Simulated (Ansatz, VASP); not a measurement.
# Sc in VASP and in Ansatz

INCAR

```
PREC = Accurate
ENCUT = 520
EDIFF = 1E-6
ISMEAR = -1
SIGMA = 0.03
LREAL = False
LASPH = True
NELM = 100
ALGO = Normal
ISIF = 2
LWAVE = False
LCHARG = True
GGA = PE
LELF = True
LVHAR = True
NBANDS = 12
```

KPOINTS

```
regular mesh
0
Gamma
  15 15 15
```

File POSCAR:

```
Sc
1.0
    0.0000000000      2.3077279282      2.3077279282
    2.3077279282      0.0000000000      2.3077279282
    2.3077279282      2.3077279282      0.0000000000
Sc
1
Direct
    0.0000000000      0.0000000000      0.0000000000
```

Input for Ansatz:

```yaml
crystal:
  lattice:
    - [0.0, 2.3077279282, 2.3077279282]
    - [2.3077279282, 0.0, 2.3077279282]
    - [2.3077279282, 2.3077279282, 0.0]
  atoms:
    - { symbol: Sc, position: [0.0, 0.0, 0.0] }
kpoints:
  mp_grid: { grid: [15, 15, 15] }
scf:
  occupations: { method: fermi_dirac, width: 0.03 }
hamiltonian:
  xc: pbe
  pseudopotentials: { kind: all_electron, lapw: { basis_error: 0.001 } }
output:
  forces: true
  stress: true
  eigenvalues: true
```

Change from the starting cell: volume scaled by 1.05.

Alike in both runs: task single point; functional PBE; k mesh 15 × 15 × 15; occupations fermi-dirac, width 0.03 eV; no spin polarisation.

```csv
,VASP,Ansatz
version,VASP 6.6.1,Ansatz 0.2.0
potentials or method,"VASP PAW PBE potentials, release 64 (Sc_sv), cutoff 520 eV","all-electron LAPW, scalar-relativistic"
```

|  | VASP | Ansatz | Ansatz less VASP |
| --- | --- | --- | --- |
| pressure (GPa) | 0.2 | 0.1 | -0.02 |

Ansatz ran all-electron here, and VASP with PAW potentials.
